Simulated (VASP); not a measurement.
Input of a VASP 6.6.1 run:

INCAR

```
PREC     = Accurate       # precision mode
ENCUT    = 600            # plane-wave cutoff, eV
EDIFF    = 1E-6           # SCF threshold, eV
ISMEAR   = 0              # smearing method
SIGMA    = 0.1            # smearing width, eV
LREAL    = False          # projectors in reciprocal space
LASPH    = True           # aspherical terms in the spheres
NELM     = 60             # most SCF steps
ALGO     = Normal         # electronic algorithm
ISIF     = 3              # what is computed and relaxed
LWAVE    = False          # write WAVECAR
LCHARG   = False          # write CHGCAR
GGA      = PE             # functional
IBRION   = 2              # ionic algorithm
NSW      = 90             # ionic steps
EDIFFG   = -0.04          # ionic threshold
```

Contents of KPOINTS:

```
regular mesh
0
Gamma
  6 6 4
```

Contents of POSCAR:

```
HfSiO4
1.0
    3.1434903500      0.0000000000      0.0000000000
   -1.5717451800      2.7223425000      0.0000000000
    0.0000000000      0.0000000000      6.9798848100
Hf Si O
1 1 4
Direct
    0.0000000000      0.0000000000      0.5000000000
    0.0000000000      0.0000000000      0.0000000000
    0.6666666700      0.3333333300      0.2336920100
    0.3333333300      0.6666666700      0.7663079900
    0.3333333300      0.6666666700      0.2336920100
    0.6666666700      0.3333333300      0.7663079900
```

Potentials or basis: VASP PAW PBE potentials, release 64 (Hf_pv, Si, O).

Launch:

```console
$ cat potpaw_PBE.64/Hf_pv/POTCAR potpaw_PBE.64/Si/POTCAR potpaw_PBE.64/O/POTCAR > POTCAR
$ mpirun -np 1 vasp_std > vasp.out
```

Q: Estimate the space group after relaxing (to 0.1 Å).

A: P6/mmm (No. 191).

Q: Estimate the relaxed cell.

A: a = 3.601 Å, b = 3.601 Å, c = 5.524 Å, α = 90.00°, β = 90.00°, γ = 120.00°.

Q: What does it give for the relaxed volume?

A: 10.34 Å³/atom.

Q: Estimate the band gap on the k mesh.

A: Zero (bands 19 and 20 overlap by 1.64 eV).

Step by step:
| step | energy change (eV) | largest force (eV/Å) | pressure (GPa) | volume (Å³) |
| --- | --- | --- | --- | --- |
| 1 | 0.0000 | 0.9093 | 30.60 | 59.73 |
| 2 | -4.2938 | 2.2351 | -20.91 | 76.31 |
| 3 | -4.3083 | 2.2259 | -21.68 | 76.80 |
| 4 | -5.9881 | 0.5191 | -19.18 | 67.90 |
| 5 | -6.2156 | 0.8976 | -22.75 | 70.27 |
| 6 | -6.7658 | 0.6753 | 26.86 | 54.04 |
| 7 | -7.2173 | 0.1425 | 1.17 | 59.80 |
| 8 | -7.3405 | 0.3758 | 1.12 | 60.47 |
| 9 | -7.3406 | 0.3855 | 1.12 | 60.49 |
| 10 | -7.3644 | 0.2477 | 0.03 | 61.14 |
| 11 | -7.3776 | 0.0380 | -1.55 | 62.21 |
| 12 | -7.3803 | 0.0899 | 1.43 | 61.70 |
| 13 | -7.3828 | 0.0375 | 0.19 | 61.91 |
| 14 | -7.3831 | 0.0152 | -0.03 | 62.02 |

Caveat: the k points lie up to 0.34 Å⁻¹ apart in the final cell, too coarse for converged energies and pressures of a metal; a cell axis changed by over 15 % at a fixed basis, so the end point is rough; spin-orbit coupling is left out, which moves the levels of the heavy elements.
